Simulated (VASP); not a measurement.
Set up this calculation in VASP 6.6.1, as the native input.

```
Task                   : single point
Functional             : PBE
Potentials or basis    : VASP PAW PBE potentials, release 64 (Li_sv)
Cutoff                 : 520 eV
k mesh                 : 24 × 24 × 24
Occupations            : gaussian, width 0.1 eV
Spin                   : no spin polarisation
Dipole correction      : no
Further INCAR settings : ALGO = Fast; EDIFF = 1e-06; NBANDS = 8
```

The structure of Li lies in POSCAR:

```
Li
1.0
    2.4281701727      1.4019047028      0.9911735118
   -2.4281701727      1.4019047028      0.9911735118
    0.0000000000     -2.8038094057      0.9911735118
Li
1
Direct
    0.0000000000      0.0000000000      0.0000000000
```

The cell was generated, and may not be a known phase.

These files were run (other wordings do the same):

INCAR

```
PREC = Accurate
ENCUT = 520
EDIFF = 1E-6
ISMEAR = 0
SIGMA = 0.1
LREAL = F
LASPH = T
NELM = 100
ALGO = Fast
ISIF = 2
LWAVE = F
LCHARG = F
GGA = PE
NBANDS = 8
```

KPOINTS

```
Automatic mesh
0
Gamma
  24 24 24
```

Potentials or basis: VASP PAW PBE potentials, release 64 (Li_sv).

Command:

```bash
$ cat potpaw_PBE.64/Li_sv/POTCAR > POTCAR
$ mpirun -np 1 vasp_std > vasp.out
```

It gave:

| Quantity | Value |
| --- | --- |
| Band gap on the k mesh | zero (an odd number of electrons rules out a gap without spin polarisation) |

Run time: 3.1 min on 1 thread of Oxide Virtual Turin-like Processor (shared host), peak memory 0.23 GiB.
